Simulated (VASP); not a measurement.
BN, 4 atoms in the cell. It takes space group P6_3mc (No. 186, hexagonal). The conventional cell has a = 2.618 Å, b = 2.618 Å, c = 4.335 Å, α = 90.00°, β = 90.00°, γ = 120.00°. B (site symmetry 3m) has 4 N at 1.61 to 1.63 Å within 2.1 Å. Within 2.1 Å of N (site symmetry 3m) lie 4 B at 1.61 to 1.63 Å. 

```yaml
Program: VASP 6.6.1
Task: single point
Functional: PBEsol
Potentials_or_basis: VASP PAW PBE potentials, release 64 (B, N)
Cutoff: 520 eV
k_mesh: 8 × 8 × 5
Occupations: gaussian, width 0.01 eV
Spin: no spin polarisation
Dipole_correction: no
Further_INCAR_settings: ALGO = Normal; EDIFF = 1e-06; NBANDS = 16
```

Potentials or basis: VASP PAW PBE potentials, release 64 (B, N).

Launch:

```sh
$ cat potpaw_PBE.64/B/POTCAR potpaw_PBE.64/N/POTCAR > POTCAR
$ mpirun -np 1 vasp_std > vasp.out
```

Hardware: 1 thread of Intel(R) Xeon(R) 6975P-C (Granite Rapids) (shared host).

Task: Estimate the wall time of this run.

Result: Run time: 9.7 s on 1 thread of Intel(R) Xeon(R) 6975P-C (Granite Rapids), with other jobs on the host, peak memory 0.13 GiB. Counts: scf iterations 12, k points 30.
